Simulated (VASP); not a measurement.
A run of VASP 6.6.1 is set up as follows.

INCAR

```
SYSTEM = AlAu
PREC = Accurate
ENCUT = 520
EDIFF = 1E-6
ISMEAR = 1
SIGMA = 0.05
LREAL = .FALSE.
LASPH = .TRUE.
NELM = 100
ALGO = Normal
ISIF = 2
LWAVE = .FALSE.
LCHARG = .FALSE.
GGA = PS
NBANDS = 14
```

Contents of KPOINTS:

```
Automatic mesh
0
G
  13 13 13
  0 0 0
```

The input POSCAR:

```
AlAu
1.0
    3.1779649214      0.0000000000      0.0000000000
    0.0000000000      3.1779649214      0.0000000000
    0.0000000000      0.0000000000      3.1779649214
Al Au
1 1
Direct
    0.0000000000      0.0000000000      0.0000000000
    0.5000000000      0.5000000000      0.5000000000
```

Potentials or basis: VASP PAW PBE potentials, release 64 (Al, Au).

Run with:

```sh
$ cat potpaw_PBE.64/Al/POTCAR potpaw_PBE.64/Au/POTCAR > POTCAR
$ mpirun -np 1 vasp_std > vasp.out
```

(1) Estimate the band gap on the k mesh.

(2) Predict the pressure.

Results:

(1) zero (band 7 reaches 12.93 eV, above the bottom of band 8 at 9.07 eV).

(2) -0.1 GPa.

Caveat: the PAW data sets were made with another functional, which shifts forces and pressure a little; spin-orbit coupling is left out, which moves the levels of the heavy elements.
